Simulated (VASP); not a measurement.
Crystal: Nb.

```
Nb
1.0
     0.00000    2.28251    4.98079
     1.60088    0.00000    4.98079
     1.60088    2.28251    0.00000
Nb
2
Cartesian
  1.6009 2.2825 1.3490
  1.6009 2.2825 8.6126
```

- Program: VASP 6.6.1
- Task: relaxation of cell and atoms
- Functional: PBEsol
- Potentials or basis: VASP PAW PBE potentials, release 64 (Nb_sv)
- Cutoff: 600 eV
- k mesh: 6 × 6 × 6
- Occupations: gaussian, width 0.1 eV
- Spin: no spin polarisation

At the start: pressure 0.8 GPa; volume 18.20 Å³/atom.

**Question.** Where does the relaxation end?

**Answer.** Over 5 steps the energy falls by 2.1 meV/atom and the volume is 18.30 Å³/atom (+0.6 %); space group Fmmm (No. 69, to 0.05 Å).

Step by step:
| step | energy change (eV) | largest force (eV/Å) | pressure (GPa) | volume (Å³) |
| --- | --- | --- | --- | --- |
| 1 | 0.0000 | 0.0995 | 0.83 | 36.40 |
| 2 | -0.0031 | 0.0083 | -1.28 | 36.89 |
| 3 | -0.0036 | 0.0226 | -0.73 | 36.76 |
| 4 | -0.0037 | 0.0968 | 0.77 | 36.46 |
| 5 | -0.0043 | 0.0371 | 0.02 | 36.61 |

Final structure:
```
CELL_PARAMETERS angstrom
0.00000 2.28567 5.03662
1.58999 0.00000 5.03662
1.58999 2.28567 0.00000
ATOMIC_POSITIONS crystal
Nb 0.13588 0.13588 0.86412
Nb 0.86412 0.86412 0.13588
```

Caveat: the k points lie up to 0.41 Å⁻¹ apart in the final cell; the PAW data sets were made with another functional, which shifts forces and pressure a little.
